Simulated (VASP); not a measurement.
# CoW3 (Fm-3m) in VASP: a series of runs

CoW3 is run at these levels: PBEsol; tasks: single point.

All numbers are computed with VASP 6.6.1; they aren't measurements. Logs are shortened: lines on timing, memory, paths and dates and some standing lists are left out, and cuts for length are marked.

## (1) The cell of the first run

The structure is cubic, space group Fm-3m (No. 225). The conventional cell has a = 6.225 Å, b = 6.225 Å, c = 6.225 Å, α = 90.00°, β = 90.00°, γ = 90.00°. W (site symmetry -43m) has 10 W at 2.70 to 3.11 Å and 4 Co at 2.70 Å within 3.6 Å. W (site symmetry m-3m) has 8 W at 2.70 Å and 6 Co at 3.11 Å within 3.6 Å. Co (site symmetry m-3m) has 14 W at 2.70 to 3.11 Å within 3.6 Å.

## (2) Single point, PBEsol

Contents of INCAR:

```
SYSTEM = CoW3
  PREC = Accurate
  ENCUT = 520
  EDIFF = 1E-7
  ISMEAR = 0
  SIGMA = 0.1
  LREAL = .FALSE.
  LASPH = .TRUE.
  NELM = 60
  ALGO = Fast
  ISIF = 2
  LWAVE = .FALSE.
  LCHARG = .TRUE.
  GGA = PS
  LELF = .TRUE.
  LVHAR = .TRUE.
  NBANDS = 34
```

Contents of KPOINTS:

```
Automatic mesh
0
G
  12 12 12
  0 0 0
```

Contents of POSCAR:

```
CoW3
1.0
    0.0000000000      3.1125110669      3.1125110669
    3.1125110669      0.0000000000      3.1125110669
    3.1125110669      3.1125110669      0.0000000000
W Co
3 1
Direct
    0.2500000000      0.2500000000      0.2500000000
    0.7500000000      0.7500000000      0.7500000000
    0.5000000000      0.5000000000      0.5000000000
    0.0000000000      0.0000000000      0.0000000000
```

Potentials or basis: VASP PAW PBE potentials, release 64 (W_sv, Co).

Command:

```bash
$ cat potpaw_PBE.64/W_sv/POTCAR potpaw_PBE.64/Co/POTCAR > POTCAR
$ mpirun -np 1 vasp_std > vasp.out
```

OUTCAR:

```text
SYSTEM = CoW3
   PREC = Accurate
   ENCUT = 520
   EDIFF = 1E-7
   ISMEAR = 0
   LREAL = .FALSE.
   LASPH = .TRUE.
   NELM = 60
   ISIF = 2
   GGA = PS

 ion  position               nearest neighbor table
   1  0.250  0.250  0.250-   4 2.70   4 2.70   4 2.70   3 2.70   4 2.70   3 2.70   3 2.70   3 2.70
                             2 3.11   2 3.11   2 3.11   2 3.11   2 3.11   2 3.11
   2  0.750  0.750  0.750-   3 2.70   3 2.70   3 2.70   3 2.70   4 2.70   4 2.70   4 2.70   4 2.70
                             1 3.11   1 3.11   1 3.11   1 3.11   1 3.11   1 3.11
   3  0.500  0.500  0.500-   1 2.70   1 2.70   1 2.70   1 2.70   2 2.70   2 2.70   2 2.70   2 2.70
                             4 3.11   4 3.11   4 3.11   4 3.11   4 3.11   4 3.11
   4  0.000  0.000  0.000-   2 2.70   2 2.70   2 2.70   1 2.70   2 2.70   1 2.70   1 2.70   1 2.70
                             3 3.11   3 3.11   3 3.11   3 3.11   3 3.11   3 3.11

  LATTYP: Found a face centered cubic cell.
 ALAT       =     6.2250221338

  Lattice vectors:

 A1 = (   0.0000000000,   3.1125110669,   3.1125110669)
 A2 = (   3.1125110669,   0.0000000000,   3.1125110669)
 A3 = (   3.1125110669,   3.1125110669,   0.0000000000)

Analysis of symmetry for initial positions (statically):
=====================================================================
 Subroutine PRICEL returns:
 Original cell was already a primitive cell.

 Routine SETGRP: Setting up the symmetry group for a
 face centered cubic supercell.

 Subroutine GETGRP returns: Found 48 space group operations
[... 9 lines left out ...]

 Routine SETGRP: Setting up the symmetry group for a
 face centered cubic supercell.

 Subroutine GETGRP returns: Found 48 space group operations
[... 11 lines left out ...]
                                     Primitive cell

  volume of cell :      60.3063

  direct lattice vectors                    reciprocal lattice vectors
     0.000000000  3.112511067  3.112511067    -0.160641999  0.160641999  0.160641999
     3.112511067  0.000000000  3.112511067     0.160641999 -0.160641999  0.160641999
     3.112511067  3.112511067  0.000000000     0.160641999  0.160641999 -0.160641999

  length of vectors
     4.401755364  4.401755364  4.401755364     0.278240104  0.278240104  0.278240104

  position of ions in fractional coordinates (direct lattice)
     0.250000000  0.250000000  0.250000000
     0.750000000  0.750000000  0.750000000
     0.500000000  0.500000000  0.500000000
     0.000000000  0.000000000  0.000000000

  ion indices of the primitive-cell ions
   primitive index   ion index
                 1           1
                 2           2
                 3           3
                 4           4

----------------------------------------------------------------------------------------

[... 68 lines left out ...]
   NELM   =     60;   NELMIN=  2; NELMDL= -5     # of ELM steps
   EDIFF  = 0.1E-06   stopping-criterion for ELM
   LREAL  =      F    real-space projection
   EDIFFG = 0.1E-05   stopping-criterion for IOM
   NSW    =      0    number of steps for IOM
   IBRION =     -1    ionic relax: 0-MD 1-quasi-New 2-CG
   NFREE  =      0    steps in history (QN), initial steepest desc. (CG)
   ISIF   =      2    stress and relaxation
   ISYM   =      2    0-nonsym 1-usesym 2-fastsym
   POTIM  = 0.5000    time-step for ionic-motion
   TEBEG  =    0.0;   TEEND  =   0.0 temperature during run
   PSTRESS=    0.0 pullay stress
   NELECT =      51.0000    total number of electrons
   NUPDOWN=      -1.0000    fix difference up-down
   EMIN   =  10.00;   EMAX   =-10.00  energy-range for DOS
   EFERMI =   0.00;   METHOD = LEGACY
   ISMEAR =     0;   SIGMA  =   0.10  broadening in eV -4-tet -1-fermi 0-gaus
   EFERMI_NEDOS =   21; number of points for ismear=-14 and -15
   IALGO  =     68    algorithm
   IMIX   =      4    mixing-type and parameters
     AMIX     =   0.40;   BMIX     =  1.00
     AMIX_MAG =   1.60;   BMIX_MAG =  1.00
  volume/ion in A,a.u.               =      15.08       101.74
  Fermi-wavevector in a.u.,A,eV,Ry     =   1.548142  2.925563 32.609656  2.396742
  Thomas-Fermi vector in A             =   2.653134
   LORBIT       =      0    0 simple, 1 ext, 2 COOP (PROOUT), +10 PAW based schemes
   GGA     = PS    functional components
   LHFCALC =     F    Hartree Fock is set to
   AEXX    =    0.0000 exact exchange contribution
   IVDW    =     0    specifies the selected vdW correction
   LEPSILON=     F    determine dielectric tensor
   LRPA    =     F    only Hartree local field effects (RPA)
 non-spin polarized calculation
 RMM-DIIS sequential band-by-band and
 Gauss-broadening in eV      SIGMA  =   0.10
  energy-cutoff  :      520.00
  volume of cell :       60.31
 maximum number of plane-waves:      1640
 NGX is ok and might be reduce to    36
   NGX = 17   NGY = 17   NGZ = 17

 number of electron      50.9999998 magnetization

 Free energy of the ion-electron system (eV)
  ---------------------------------------------------
  ext. energy  EPLUGINS =         0.00000000
  ---------------------------------------------------
  free energy    TOTEN  =       -47.99824316 eV

  energy without entropy =      -47.97115939  energy(sigma->0) =      -47.98470127

 E-fermi :  10.5275     XC(G=0): -13.5373

 val. band max:       10.5183454607   @ k =  -0.3333   0.3333   0.0833
 cond. band min:      10.5278226529   @ k =   0.3333   0.0000   0.0000
 fundamental gap:      0.0094771921
 Fermi energy:        10.5275078770

 k-point     1 :       0.0000    0.0000    0.0000
  band No.  band energies     occupation
      1     -63.6486      2.00000
      2     -63.5947      2.00000
      3     -63.1380      2.00000
      4     -27.9577      2.00000
      5     -27.9577      2.00000
      6     -27.9577      2.00000
[... 877 lines left out ...]
     33      14.1838      0.00000
     34      14.6382      0.00000

 [... further k-points ...]
[... 5 lines left out ...]
  --------------------------------------------------------------------------------------
  -------------------------------------------------------------------------------------
  Total       -4.3473657     -4.3473657     -4.3473657      0.0000000     -0.0000000     -0.0000000
  in kB     -115.4978888   -115.4978888   -115.4978888      0.0000000     -0.0000000     -0.0000000
  external PRESSURE =    -115.4978888 kB  Pullay stress =       0.0000000 kB

 VOLUME and BASIS-vectors are now :
 -----------------------------------------------------------------------------
  energy-cutoff  :      520.00
  volume of cell :       60.31
      direct lattice vectors                 reciprocal lattice vectors
     0.000000000  3.112511067  3.112511067    -0.160641999  0.160641999  0.160641999
     3.112511067  0.000000000  3.112511067     0.160641999 -0.160641999  0.160641999
     3.112511067  3.112511067  0.000000000     0.160641999  0.160641999 -0.160641999

 POSITION                                       TOTAL-FORCE (eV/Angst)
 -----------------------------------------------------------------------------------
      1.55626      1.55626      1.55626        -0.000000     -0.000000     -0.000000
      4.66877      4.66877      4.66877         0.000000      0.000000      0.000000
      3.11251      3.11251      3.11251        -0.000000     -0.000000      0.000000
      0.00000      0.00000      0.00000        -0.000000     -0.000000      0.000000
 -----------------------------------------------------------------------------------
    total drift:                                0.000000      0.000000      0.000000

  FREE ENERGIE OF THE ION-ELECTRON SYSTEM (eV)
  ---------------------------------------------------
  free  energy   TOTEN  =       -47.9982431572 eV

  energy  without entropy=      -47.9711593902  energy(sigma->0) =      -47.98470127
```

stdout:

```text
POSCAR found type information on POSCAR W Co
 POSCAR found :  2 types and       4 ions
 scaLAPACK will be used
 -----------------------------------------------------------------------------
|                                                                             |
|                                                                             |
|     You enforced a specific xc type in the INCAR file but a different       |
|     I HOPE YOU KNOW WHAT YOU ARE DOING!                                     |
|                                                                             |
 -----------------------------------------------------------------------------

 LDA part: xc-table for (Slater+PW92), standard interpolation
 POSCAR, INCAR and KPOINTS ok, starting setup
 FFT: planning ... GRIDC
 FFT: planning ... GRID_SOFT
 FFT: planning ... GRID
 WAVECAR not read
 entering main loop
WARNING in EDDRMM: call to ZHEGV failed, returncode =   8  4     33
```

It took 3.2 min on 1 thread of AMD EPYC 9R45 (Zen 5), shared host; peak memory 0.26 GiB.

What came out:

```
Free energy : -47.9982 eV
Pressure    : -11.5 GPa
```

Caveat: the PAW data sets were made with another functional, which shifts forces and pressure a little; spin-orbit coupling is left out, which moves the levels of the heavy elements. Spin polarisation is off, so any magnetic state and its effect on volume and gap are missing.

## (3) Single point, PBEsol

This run uses another cell than the first one, of 15.95 Å³/atom, 1.058 times its volume.

Contents of INCAR:

```
PREC = Accurate
ENCUT = 520
EDIFF = 1E-7
ISMEAR = 0
SIGMA = 0.1
LREAL = False
LASPH = True
NELM = 80
ALGO = Fast
ISIF = 2
LWAVE = False
LCHARG = False
GGA = PS
NBANDS = 34
```

Contents of KPOINTS:

```
regular mesh
0
Gamma
  12 12 12
```

Contents of POSCAR:

```
CoW3
1.0
    0.0000000000      3.1712515043      3.1712515043
    3.1712515043      0.0000000000      3.1712515043
    3.1712515043      3.1712515043      0.0000000000
W Co
3 1
Direct
    0.2500000000      0.2500000000      0.2500000000
    0.7500000000      0.7500000000      0.7500000000
    0.5000000000      0.5000000000      0.5000000000
    0.0000000000      0.0000000000      0.0000000000
```

Potentials or basis: VASP PAW PBE potentials, release 64 (W_sv, Co).

Command:

```bash
$ cat potpaw_PBE.64/W_sv/POTCAR potpaw_PBE.64/Co/POTCAR > POTCAR
$ mpirun -np 1 vasp_std > vasp.out
```

OUTCAR:

```text
PREC = Accurate
   ENCUT = 520
   EDIFF = 1E-7
   ISMEAR = 0
   LREAL = False
   LASPH = True
   NELM = 80
   ISIF = 2
   GGA = PS

 ion  position               nearest neighbor table
   1  0.250  0.250  0.250-   3 2.75   4 2.75   4 2.75   4 2.75   4 2.75   3 2.75   3 2.75   3 2.75
                             2 3.17   2 3.17   2 3.17   2 3.17   2 3.17   2 3.17
   2  0.750  0.750  0.750-   3 2.75   4 2.75   3 2.75   3 2.75   3 2.75   4 2.75   4 2.75   4 2.75
                             1 3.17   1 3.17   1 3.17   1 3.17   1 3.17   1 3.17
   3  0.500  0.500  0.500-   1 2.75   2 2.75   1 2.75   1 2.75   1 2.75   2 2.75   2 2.75   2 2.75
                             4 3.17   4 3.17   4 3.17   4 3.17   4 3.17   4 3.17
[... 1094 lines left out ...]
  -------------------------------------------------------------------------------------
  Total       -9.5048099     -9.5048099     -9.5048099      0.0000000      0.0000000      0.0000000
  in kB     -238.7437231   -238.7437231   -238.7437231      0.0000000      0.0000000      0.0000000
  external PRESSURE =    -238.7437231 kB  Pullay stress =       0.0000000 kB

 VOLUME and BASIS-vectors are now :
 -----------------------------------------------------------------------------
  energy-cutoff  :      520.00
  volume of cell :       63.79
      direct lattice vectors                 reciprocal lattice vectors
     0.000000000  3.171251504  3.171251504    -0.157666460  0.157666460  0.157666460
     3.171251504  0.000000000  3.171251504     0.157666460 -0.157666460  0.157666460
     3.171251504  3.171251504  0.000000000     0.157666460  0.157666460 -0.157666460

 POSITION                                       TOTAL-FORCE (eV/Angst)
 -----------------------------------------------------------------------------------
      1.58563      1.58563      1.58563         0.000000      0.000000      0.000000
      4.75688      4.75688      4.75688        -0.000000     -0.000000     -0.000000
      3.17125      3.17125      3.17125         0.000000      0.000000      0.000000
      0.00000      0.00000      0.00000         0.000000      0.000000      0.000000
 -----------------------------------------------------------------------------------
    total drift:                                0.000000      0.000000      0.000000

  FREE ENERGIE OF THE ION-ELECTRON SYSTEM (eV)
  ---------------------------------------------------
  free  energy   TOTEN  =       -47.6077759484 eV

  energy  without entropy=      -47.5774207016  energy(sigma->0) =      -47.59259833
```

Wall time 3.3 min (1 thread of AMD EPYC 9R45 (Zen 5), shared host); peak memory 0.27 GiB.

What came out:

```
Free energy : -47.6078 eV
Pressure    : -23.9 GPa
```

Levels at points of the mesh, in eV from the Fermi level:
| k point | band 24 | band 25 | band 26 | band 27 | band 28 | band 29 |
| --- | --- | --- | --- | --- | --- | --- |
| (0.00, 0.00, 0.00) | -1.32 | -0.26 | -0.26 | 2.86 | 2.86 | 3.16 |
| (0.50, 0.00, 0.00) | -2.29 | 0.17 | 0.17 | 0.88 | 0.88 | 1.14 |
| (0.50, 0.50, 0.00) | -0.49 | -0.49 | -0.31 | 0.63 | 0.63 | 0.90 |

Caveat: the PAW data sets were made with another functional, which shifts forces and pressure a little; spin-orbit coupling is left out, which moves the levels of the heavy elements.

(Continued in part 2 of 3.)
